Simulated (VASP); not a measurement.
Input of a VASP 6.6.1 run:

INCAR

```
SYSTEM = Y2AsN
  PREC = Accurate
  ENCUT = 520
  EDIFF = 1E-6
  ISMEAR = -1
  SIGMA = 0.02
  LREAL = .False.
  LASPH = .True.
  NELM = 100
  ALGO = Normal
  ISIF = 2
  LWAVE = .False.
  LCHARG = .False.
  GGA = PE
  NBANDS = 24
```

File KPOINTS:

```
regular mesh
0
Gamma
  6 6 6
  0 0 0
```

POSCAR

```
Y2AsN
1.0
    1.8638745785      1.0761084896      6.3893439133
   -1.8638745785      1.0761084896      6.3893439133
    0.0000000000     -2.1522169792      6.3893439133
N As Y
1 1 2
Direct
    1.0000000000      0.0000000000      0.0000000000
    0.5000000000      0.5000000000      0.5000000000
    0.2630742447      0.2630742447      0.2630742447
    0.7369257553      0.7369257553      0.7369257553
```

Potentials or basis: VASP PAW PBE potentials, release 64 (N, As, Y_sv).

Launch:

```bash
$ cat potpaw_PBE.64/N/POTCAR potpaw_PBE.64/As/POTCAR potpaw_PBE.64/Y_sv/POTCAR > POTCAR
$ mpirun -np 1 vasp_std > vasp.out
```

Problem. Predict the pressure.

Solution. 0.0 GPa.

Problem. Estimate the largest force.

Solution. 0.017 eV/Å.

Problem. Predict the band gap on the k mesh.

Solution. Zero (band 16 reaches 5.27 eV, above the bottom of band 17 at 4.14 eV).

Stress tensor (GPa, compression positive):
```
-0.03  0.00  0.00
 0.00 -0.03  0.00
 0.00  0.00  0.05
```
